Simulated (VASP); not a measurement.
# Si3N4 (I-43d) in VASP: notebook

The runs below take Si3N4 through single point, relaxation of the atoms, with PBE.

All numbers are computed with VASP 6.6.1; they aren't measurements. Logs are shortened: lines on timing, memory, paths and dates and some standing lists are left out, and cuts for length are marked.

### Step 1. The cell of the first run

Symmetry: I-43d, No. 220, cubic system. The conventional cell has a = 6.475 Å, b = 6.475 Å, c = 6.475 Å, α = 90.00°, β = 90.00°, γ = 90.00°. Within 2.3 Å of Si (site symmetry -4) lie 4 N at 1.75 Å. N (site symmetry 3) has 3 Si at 1.75 Å within 2.3 Å.

### Step 2. Single point, PBE

Input file INCAR:

```
SYSTEM = Si3N4
ALGO = Normal
EDIFF = 1E-6
ENCUT = 520
GGA = PE
ISIF = 2
ISMEAR = -1
LASPH = .TRUE.
LCHARG = .FALSE.
LREAL = .FALSE.
LWAVE = .FALSE.
NBANDS = 45
NELM = 80
PREC = Accurate
SIGMA = 0.02
```

Input file KPOINTS:

```
k-points
0
G
  6 6 6
  0 0 0
```

Input file POSCAR:

```
Si3N4
1.0
   -3.2373500000      3.2373500000      3.2373500000
    3.2373500000     -3.2373500000      3.2373500000
    3.2373500000      3.2373500000     -3.2373500000
Si N
6 8
Direct
    0.2500000000      0.1250000000      0.8750000000
    0.8750000000      0.2500000000      0.1250000000
    0.7500000000      0.3750000000      0.6250000000
    0.6250000000      0.7500000000      0.3750000000
    0.1250000000      0.8750000000      0.2500000000
    0.3750000000      0.6250000000      0.7500000000
    0.5628000000      0.5628000000      0.5628000000
    0.4372000000      0.5000000000      0.0000000000
    0.5000000000      0.0000000000      0.9372000000
    0.0000000000      0.4372000000      0.5000000000
    0.9372000000      0.5000000000      0.0000000000
    0.0628000000      0.0628000000      0.0628000000
    0.0000000000      0.9372000000      0.5000000000
    0.5000000000      0.0000000000      0.4372000000
```

Potentials or basis: VASP PAW PBE potentials, release 64 (Si, N).

Run with:

```sh
> cat potpaw_PBE.64/Si/POTCAR potpaw_PBE.64/N/POTCAR > POTCAR
> mpirun -np 1 vasp_std > vasp.out
```

OUTCAR:

```text
SYSTEM = Si3N4
   EDIFF = 1E-6
   ENCUT = 520
   GGA = PE
   ISIF = 2
   ISMEAR = -1
   LASPH = .TRUE.
   LREAL = .FALSE.
   NELM = 80
   PREC = Accurate

 ion  position               nearest neighbor table
   1  0.250  0.125  0.875-  12 1.75   9 1.75   8 1.75  13 1.75   4 3.03   6 3.03   2 3.03   5 3.03
                             6 3.03   4 3.03   2 3.03   5 3.03
   2  0.875  0.250  0.125-  10 1.75  11 1.75  12 1.75   9 1.75   5 3.03   6 3.03   1 3.03   6 3.03
                             3 3.03   1 3.03   3 3.03   5 3.03
   3  0.750  0.375  0.625-   7 1.75  10 1.75  11 1.75  14 1.75   6 3.03   5 3.03   4 3.03   5 3.03
                             2 3.03   2 3.03   4 3.03   6 3.03
   4  0.625  0.750  0.375-   7 1.75   8 1.75  13 1.75  14 1.75   3 3.03   5 3.03   1 3.03   6 3.03
                             1 3.03   5 3.03   6 3.03   3 3.03
   5  0.125  0.875  0.250-  11 1.75  12 1.75  13 1.75  14 1.75   1 3.03   4 3.03   3 3.03   2 3.03
                             3 3.03   4 3.03   1 3.03   2 3.03
   6  0.375  0.625  0.750-  10 1.75   8 1.75   9 1.75   7 1.75   4 3.03   1 3.03   2 3.03   1 3.03
                             3 3.03   2 3.03   4 3.03   3 3.03
   7  0.563  0.563  0.563-   4 1.75   3 1.75   6 1.75
   8  0.437  0.500  0.000-   1 1.75   4 1.75   6 1.75
   9  0.500  0.000  0.937-   1 1.75   6 1.75   2 1.75
  10  0.000  0.437  0.500-   6 1.75   3 1.75   2 1.75
  11  0.937  0.500  0.000-   5 1.75   3 1.75   2 1.75
  12  0.063  0.063  0.063-   1 1.75   2 1.75   5 1.75
  13  0.000  0.937  0.500-   1 1.75   4 1.75   5 1.75
  14  0.500  0.000  0.437-   4 1.75   5 1.75   3 1.75

  LATTYP: Found a body centered cubic cell.
 ALAT       =     6.4747000000

  Lattice vectors:

 A1 = (  -3.2373500000,   3.2373500000,   3.2373500000)
 A2 = (   3.2373500000,  -3.2373500000,   3.2373500000)
 A3 = (   3.2373500000,   3.2373500000,  -3.2373500000)

Analysis of symmetry for initial positions (statically):
=====================================================================
 Subroutine PRICEL returns:
 Original cell was already a primitive cell.

 Routine SETGRP: Setting up the symmetry group for a
 body centered cubic supercell.

 Subroutine GETGRP returns: Found 24 space group operations
 (whereof  3 operations were pure point group operations)
 out of a pool of 48 trial point group operations.

The static configuration has the point symmetry C_3 .
 The point group associated with its full space group is T_d .

Analysis of symmetry for dynamics (positions and initial velocities):
=====================================================================
 Subroutine PRICEL returns:
 Original cell was already a primitive cell.

 Routine SETGRP: Setting up the symmetry group for a
 body centered cubic supercell.

 Subroutine GETGRP returns: Found 24 space group operations
 (whereof  3 operations were pure point group operations)
 out of a pool of 48 trial point group operations.

The dynamic configuration has the point symmetry C_3 .
 The point group associated with its full space group is T_d .

 Subroutine INISYM returns: Found 24 space group operations
 (whereof  3 operations are pure point group operations),
 and found     1 'primitive' translations

----------------------------------------------------------------------------------------

                                     Primitive cell

  volume of cell :     135.7153

  direct lattice vectors                    reciprocal lattice vectors
    -3.237350000  3.237350000  3.237350000     0.000000000  0.154447310  0.154447310
     3.237350000 -3.237350000  3.237350000     0.154447310  0.000000000  0.154447310
     3.237350000  3.237350000 -3.237350000     0.154447310  0.154447310  0.000000000

  length of vectors
     5.607254682  5.607254682  5.607254682     0.218421481  0.218421481  0.218421481

  position of ions in fractional coordinates (direct lattice)
     0.250000000  0.125000000  0.875000000
     0.875000000  0.250000000  0.125000000
[... 31 lines left out ...]

 KPOINTS: k-points

Automatic generation of k-mesh.
 Grid dimensions read from file:
 generate k-points for:    6    6    6

 Generating k-lattice:

  Cartesian coordinates                     Fractional coordinates (reciprocal lattice)
     0.000000000  0.025741218  0.025741218     0.166666667  0.000000000  0.000000000
     0.025741218  0.000000000  0.025741218     0.000000000  0.166666667  0.000000000
     0.025741218  0.025741218  0.000000000     0.000000000  0.000000000  0.166666667

  Length of vectors
     0.036403580  0.036403580  0.036403580

  Shift w.r.t. Gamma in fractional coordinates (k-lattice)
     0.000000000  0.000000000  0.000000000

 Subroutine IBZKPT returns following result:
 ===========================================

 Found     16 irreducible k-points:

 Following reciprocal coordinates:
            Coordinates               Weight
  0.000000  0.000000  0.000000      1.000000
  0.166667  0.000000  0.000000     12.000000
  0.333333  0.000000  0.000000     12.000000
  0.500000  0.000000  0.000000      6.000000
  0.166667  0.166667  0.000000     24.000000
  0.333333  0.166667  0.000000     48.000000
[... 8 lines left out ...]
  0.500000  0.500000  0.333333     12.000000
  0.500000  0.500000  0.500000      1.000000
   k-points           NKPTS =     16   k-points in BZ     NKDIM =     16   number of bands    NBANDS=     45
   number of dos      NEDOS =    301   number of ions     NIONS =     14
   total plane-waves  NPLWV =  74088
   dimension x,y,z NGX =    42 NGY =   42 NGZ =   42
   dimension x,y,z NGXF=    84 NGYF=   84 NGZF=   84
   ions per type =               6   8
   NGX,Y,Z   is equivalent  to a cutoff of  12.45, 12.45, 12.45 a.u.
   NGXF,Y,Z  is equivalent  to a cutoff of  24.90, 24.90, 24.90 a.u.
 SYSTEM =  Si3N4
   PREC   = accura    normal or accurate (medium, high low for compatibility)
   ISTART =      0    job   : 0-new  1-cont  2-samecut
   ICHARG =      2    charge: 1-file 2-atom 10-const
   ISPIN  =      1    spin polarized calculation?
   LNONCOLLINEAR =      F non collinear calculations
   LSORBIT =      F    spin-orbit coupling
   LASPH  =      T    aspherical Exc in radial PAW
   ENCUT  =  520.0 eV  38.22 Ry    6.18 a.u.  10.43 10.43 10.43*2*pi/ulx,y,z
   NELM   =     80;   NELMIN=  2; NELMDL= -5     # of ELM steps
   EDIFF  = 0.1E-05   stopping-criterion for ELM
   LREAL  =      F    real-space projection
   EDIFFG = 0.1E-04   stopping-criterion for IOM
   NSW    =      0    number of steps for IOM
   IBRION =     -1    ionic relax: 0-MD 1-quasi-New 2-CG
   NFREE  =      0    steps in history (QN), initial steepest desc. (CG)
   ISIF   =      2    stress and relaxation
   ISYM   =      2    0-nonsym 1-usesym 2-fastsym
   POTIM  = 0.5000    time-step for ionic-motion
   TEBEG  =    0.0;   TEEND  =   0.0 temperature during run
   PSTRESS=    0.0 pullay stress
   NELECT =      64.0000    total number of electrons
   NUPDOWN=      -1.0000    fix difference up-down
   EMIN   =  10.00;   EMAX   =-10.00  energy-range for DOS
   EFERMI =   0.00;   METHOD = LEGACY
   ISMEAR =    -1;   SIGMA  =   0.02  broadening in eV -4-tet -1-fermi 0-gaus
   EFERMI_NEDOS =   21; number of points for ismear=-14 and -15
   IALGO  =     38    algorithm
   IMIX   =      4    mixing-type and parameters
     AMIX     =   0.40;   BMIX     =  1.00
     AMIX_MAG =   1.60;   BMIX_MAG =  1.00
  volume/ion in A,a.u.               =       9.69        65.42
  Fermi-wavevector in a.u.,A,eV,Ry     =   1.274261  2.408005 22.092350  1.623742
  Thomas-Fermi vector in A             =   2.407039
   LORBIT       =      0    0 simple, 1 ext, 2 COOP (PROOUT), +10 PAW based schemes
   GGA     = PE    functional components
   LHFCALC =     F    Hartree Fock is set to
   AEXX    =    0.0000 exact exchange contribution
   IVDW    =     0    specifies the selected vdW correction
   LEPSILON=     F    determine dielectric tensor
   LRPA    =     F    only Hartree local field effects (RPA)
 non-spin polarized calculation
  energy-cutoff  :      520.00
  volume of cell :      135.72
 maximum number of plane-waves:      3675
 NGX is ok and might be reduce to    42
   NGX = 21   NGY = 21   NGZ = 21

 number of electron      64.0000001 magnetization

 Free energy of the ion-electron system (eV)
  ---------------------------------------------------
  ext. energy  EPLUGINS =         0.00000000
  ---------------------------------------------------
  free energy    TOTEN  =      -113.14660371 eV

  energy without entropy =     -113.14660371  energy(sigma->0) =     -113.14660371

 E-fermi :   8.2041     XC(G=0): -11.3778

 val. band max:        7.7035799414   @ k =   0.3333   0.3333   0.0000
 cond. band min:      11.7729122399   @ k =  -0.1667   0.1667   0.1667
 fundamental gap:      4.0693322984
 Fermi energy:         8.2041342396

 k-point     1 :       0.0000    0.0000    0.0000
  band No.  band energies     occupation
      1     -10.4787      2.00000
      2      -7.6052      2.00000
      3      -7.6052      2.00000
      4      -7.6052      2.00000
      5      -7.0915      2.00000
      6      -7.0915      2.00000
[... 741 lines left out ...]
     43      16.2489      0.00000
     44      16.2489      0.00000
 [bands above 44 left out]

------------------------ aborting loop because EDIFF is reached ----------------------------------------

  FORCE on cell =-STRESS in cart. coord.  units (eV):
  Direction    XX          YY          ZZ          XY          YZ          ZX
  --------------------------------------------------------------------------------------
  -------------------------------------------------------------------------------------
  Total        1.3967962      1.3967962      1.3967962      0.0000000     -0.0000000      0.0000000
  in kB       16.4897730     16.4897730     16.4897730      0.0000000     -0.0000000      0.0000000
  external PRESSURE =      16.4897730 kB  Pullay stress =       0.0000000 kB

 VOLUME and BASIS-vectors are now :
 -----------------------------------------------------------------------------
  energy-cutoff  :      520.00
  volume of cell :      135.72
      direct lattice vectors                 reciprocal lattice vectors
    -3.237350000  3.237350000  3.237350000     0.000000000  0.154447310  0.154447310
     3.237350000 -3.237350000  3.237350000     0.154447310  0.000000000  0.154447310
     3.237350000  3.237350000 -3.237350000     0.154447310  0.154447310  0.000000000

 POSITION                                       TOTAL-FORCE (eV/Angst)
 -----------------------------------------------------------------------------------
      2.42801      3.23735     -1.61868        -0.000000      0.000000     -0.000000
     -1.61868      2.42801      3.23735        -0.000000      0.000000     -0.000000
      0.80934      3.23735      1.61868        -0.000000      0.000000     -0.000000
      1.61868      0.80934      3.23735        -0.000000      0.000000     -0.000000
      3.23735     -1.61868      2.42801        -0.000000      0.000000     -0.000000
      3.23735      1.61868      0.80934        -0.000000      0.000000     -0.000000
      1.82198      1.82198      1.82198        -0.009021     -0.009021     -0.009021
      0.20331     -0.20331      3.03404        -0.009021      0.009021      0.009021
      1.41537      4.65272     -1.41537         0.009021      0.009021     -0.009021
      3.03404      0.20331     -0.20331         0.009021     -0.009021      0.009021
     -1.41537      1.41537      4.65272        -0.009021      0.009021      0.009021
      0.20331      0.20331      0.20331        -0.009021     -0.009021     -0.009021
      4.65272     -1.41537      1.41537         0.009021     -0.009021      0.009021
     -0.20331      3.03404      0.20331         0.009021      0.009021     -0.009021
 -----------------------------------------------------------------------------------
    total drift:                                0.000001      0.000001      0.000001

  FREE ENERGIE OF THE ION-ELECTRON SYSTEM (eV)
  ---------------------------------------------------
  free  energy   TOTEN  =      -113.1466037069 eV

  energy  without entropy=     -113.1466037069  energy(sigma->0) =     -113.14660371
```

It took 86 s on 1 thread of Intel Xeon Platinum 8375C at 2.90GHz (Ice Lake), shared host; peak memory 0.28 GiB.

Results:

* Free energy: -113.1466 eV
* Pressure: 1.6 GPa
* Largest force: 0.016 eV/Å
* Band gap on the k mesh: 4.07 eV, indirect (least direct gap 4.25 eV)

Forces on the atoms (eV/Å):
```
Si   0.000  0.000  0.000
Si   0.000  0.000  0.000
Si   0.000  0.000  0.000
Si   0.000  0.000  0.000
Si   0.000  0.000  0.000
Si   0.000  0.000  0.000
N   -0.009 -0.009 -0.009
N   -0.009  0.009  0.009
N    0.009  0.009 -0.009
N    0.009 -0.009  0.009
N   -0.009  0.009  0.009
N   -0.009 -0.009 -0.009
N    0.009 -0.009  0.009
N    0.009  0.009 -0.009
```

(Part 1 of 2 ends here.)
